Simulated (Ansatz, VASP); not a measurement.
## One calculation of CsCl, two programs

File POSCAR:

```
CsCl
1.0
    4.1399691800      0.0000000000      0.0000000000
    0.0000000000      4.1399691800      0.0000000000
    0.0000000000      0.0000000000      4.1399691800
Cs Cl
1 1
Direct
    0.0000000000      0.0000000000      0.0000000000
    0.5000000000      0.5000000000      0.5000000000
```

Contents of INCAR.step1:

```
SYSTEM = CsCl
ALGO = Normal ; EDIFF = 1E-5
ENCUT = 550 ; GGA = PE
GGA_COMPAT = .False. ; ISMEAR = -1
LASPH = .True. ; LCHARG = .False.
LREAL = .False. ; LWAVE = .True.
NBANDS = 15 ; NELM = 120
PREC = Accurate ; SIGMA = 0.02
```

File INCAR.step2:

```
SYSTEM = CsCl
ALGO = Normal ; EDIFF = 1E-6
ENCUT = 550 ; GGA_COMPAT = .False.
ISIF = 2 ; ISMEAR = -1
ISTART = 1 ; LASPH = .True.
LCHARG = .True. ; LELF = .True.
LMIXTAU = .True. ; LREAL = .False.
LVHAR = .True. ; LWAVE = .False.
METAGGA = R2SCAN ; NBANDS = 15
NELM = 120 ; PREC = Accurate
SIGMA = 0.02
```

KPOINTS

```
k-points
0
Gamma
  8 8 8
  0 0 0
```

Input for Ansatz:

```yaml
crystal:
  lattice:
    - [4.13996918, 0.0, 0.0]
    - [0.0, 4.13996918, 0.0]
    - [0.0, 0.0, 4.13996918]
  atoms:
    - { symbol: Cs, position: [0.0, 0.0, 0.0] }
    - { symbol: Cl, position: [0.5, 0.5, 0.5] }
  symmetry: { tolerance: 0.0003 }
hamiltonian:
  xc: r2scan
  pseudopotentials: { kind: paw, azcp: { folder: soft_1 } }
basis:
  ecutwfc: 500
magnetization:
  spin_polarized: false
scf:
  occupations: { method: fermi_dirac, width: 0.02 }
kpoints:
  mp_grid: { grid: [8, 8, 8], shift: [0, 0, 0] }
  band_path:
    path:
      - [0.0, 0.0, 0.0]
      - [0.0, 0.5, 0.0]
      - [0.5, 0.5, 0.0]
      - [0.0, 0.0, 0.0]
      - [0.5, 0.5, 0.5]
      - [0.0, 0.5, 0.0]
      - [0.5, 0.5, 0.5]
      - [0.5, 0.5, 0.0]
    npoints: 15
output:
  forces: true
  stress: true
  eigenvalues: true
  bader: true
  populations: true
  elf: true
  write_potential: true
  write_density: true
  volumetric_format: npy
  dos:
    e_range: [-12, 8]
    de: 0.05
    projected: { site_lists: { Cl: [Cl], Cs: [Cs] } }
```

Alike in both runs: task single point; functional r2SCAN; k mesh 8 × 8 × 8; occupations fermi-dirac, width 0.02 eV; no spin polarisation.

|  | VASP | Ansatz |
| --- | --- | --- |
| version | VASP 6.6.1 | Ansatz 0.2.0 |
| potentials or method | VASP PAW PBE potentials, release 64 (Cs_sv, Cl), cutoff 550 eV | PAW plane waves |
| valence electrons in the cell | 16 | 16 |

```csv
,VASP,Ansatz,Ansatz less VASP
gap on the k mesh at the Fermi level (eV),5.91,5.91,+0.004
pressure (GPa),0.0,0.0,-0.04
```

VASP's potentials were made for PBE, not for r2SCAN.

Neither program's run includes spin-orbit coupling.
